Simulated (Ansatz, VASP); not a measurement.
P2C2O in VASP and in Ansatz

File INCAR:

```
PREC = Accurate
ENCUT = 600
EDIFF = 1E-6
ISMEAR = 0
SIGMA = 0.1
LREAL = False
LASPH = True
NELM = 60
ALGO = Normal
ISIF = 3
LWAVE = False
LCHARG = False
GGA = PE
IVDW = 12
IBRION = 2
NSW = 100
EDIFFG = -0.01
```

The input KPOINTS:

```
Automatic mesh
0
Gamma
  14 14 14
```

The input POSCAR:

```
P2C2O
1.0
   -1.9092233304      1.9092233304      3.0255331387
    1.9092233304     -1.9092233304      3.0255331387
    1.9092233304      1.9092233304     -3.0255331387
P C O
2 2 1
Direct
    0.7132468119      0.7132468119      0.0000000000
    0.2867531881      0.2867531881      0.0000000000
    0.7500000000      0.2500000000      0.5000000000
    0.2500000000      0.7500000000      0.5000000000
    0.0000000000      0.0000000000      0.0000000000
```

Input for Ansatz:

```yaml
crystal:
  lattice:
    - [-1.9092233304, 1.9092233304, 3.0255331387]
    - [1.9092233304, -1.9092233304, 3.0255331387]
    - [1.9092233304, 1.9092233304, -3.0255331387]
  atoms:
    - { symbol: P, position: [0.7132468119, 0.7132468119, 0.0] }
    - { symbol: P, position: [0.2867531881, 0.2867531881, 0.0] }
    - { symbol: C, position: [0.75, 0.25, 0.5] }
    - { symbol: C, position: [0.25, 0.75, 0.5] }
    - { symbol: O, position: [0.0, 0.0, 0.0] }
basis:
  ecutwfc: 420
kpoints:
  mp_grid: { grid: [14, 14, 14] }
hamiltonian:
  xc: pbe
  dispersion: d3bj
scf:
  occupations: { method: gaussian, width: 0.1 }
output:
  forces: true
  stress: true
  eigenvalues: true
relax:
  adjacent_minimum: "off"
  f_tol: 0.01
  max_steps: 80
  cell: { stress_tol: 0.05 }
```

Change from the starting cell: species swapped into the Nd2TeO2 type (I4/mmm, No. 139).

Alike in both runs: task relaxation of cell and atoms; functional PBE; dispersion D3(BJ); k mesh 14 × 14 × 14; occupations gaussian, width 0.1 eV; no spin polarisation.

```csv
,VASP,Ansatz
version,VASP 6.6.1,Ansatz 0.2.0
potentials or method,"VASP PAW PBE potentials, release 64 (P, C, O), cutoff 600 eV","scalar-relativistic, plane waves, PAW"
valence electrons in the cell,24,24
```

|  | VASP | Ansatz | Ansatz less VASP |
| --- | --- | --- | --- |
| gap on the k mesh at the Fermi level, each at its own relaxed structure (eV) | none | none | - |
| relaxed volume (Å³/atom) | 8.73 | 8.76 | +0.025 |
| relaxed length of the cell vector where the two differ most in proportion (Å) | 4.031 | 4.036 | +0.0051 |

A gap of «none» marks a metal or a gap that the smearing closes.
